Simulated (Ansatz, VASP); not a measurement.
One calculation of ZrN, two programs

File INCAR:

```
SYSTEM = ZrN
PREC     = Accurate       ! precision mode
ENCUT    = 600            ! plane-wave cutoff, eV
EDIFF    = 1E-6           ! SCF threshold, eV
ISMEAR   = -1             ! smearing method
SIGMA    = 0.3            ! smearing width, eV
LREAL    = .False.        ! projectors in reciprocal space
LASPH    = .True.         ! aspherical terms in the spheres
NELM     = 120            ! most SCF steps
ALGO     = Normal         ! electronic algorithm
ISIF     = 2              ! what is computed and relaxed
LWAVE    = .False.        ! write WAVECAR
LCHARG   = .True.         ! write CHGCAR
LELF     = .True.         ! ELF
LVHAR    = .True.       
NBANDS   = 16             ! bands
GGA_COMPAT= .False.
```

File KPOINTS:

```
Automatic mesh
0
Gamma
  7 7 7
  0 0 0
```

POSCAR

```
ZrN
1.0
    0.0000000000      2.3000000000      2.3000000000
    2.3000000000      0.0000000000      2.3000000000
    2.3000000000      2.3000000000      0.0000000000
Zr N
1 1
Direct
    0.5000000000      0.5000000000      0.5000000000
    0.0000000000      0.0000000000      0.0000000000
```

Input for Ansatz:

```yaml
crystal:
  lattice:
    - [0.0, 2.3, 2.3]
    - [2.3, 0.0, 2.3]
    - [2.3, 2.3, 0.0]
  atoms:
    - { symbol: Zr, position: [0.5, 0.5, 0.5] }
    - { symbol: "N", position: [0.0, 0.0, 0.0] }
accuracy: medium
kpoints:
  mp_grid:
    grid: [7, 7, 7]
    shift: [0.0, 0.0, 0.0]
hamiltonian:
  xc: lda
scf:
  algorithm: density_mixing
  occupations:
    method: fermi_dirac
    width: 0.3
output:
  stress: true
```

Alike in both runs: task single point; functional LDA; k mesh 7 × 7 × 7; occupations fermi-dirac, width 0.3 eV; no spin polarisation.

|  | VASP | Ansatz |
| --- | --- | --- |
| version | VASP 6.6.1 | Ansatz 0.2.0 |
| potentials or method | VASP PAW LDA potentials, release 64 (Zr_sv, N) | plane waves, PAW |
| plane-wave cutoff (eV) | 600 | 420 |
| valence electrons in the cell | 17 | 17 |

Ansatz gave:

```
pressure (GPa) : -11.8
```

Question: Which values does VASP return?

Answer: Pressure (GPa): -11.2.

LDA's correlation is that of Perdew and Zunger in VASP and of Perdew and Wang (1992) in Ansatz.
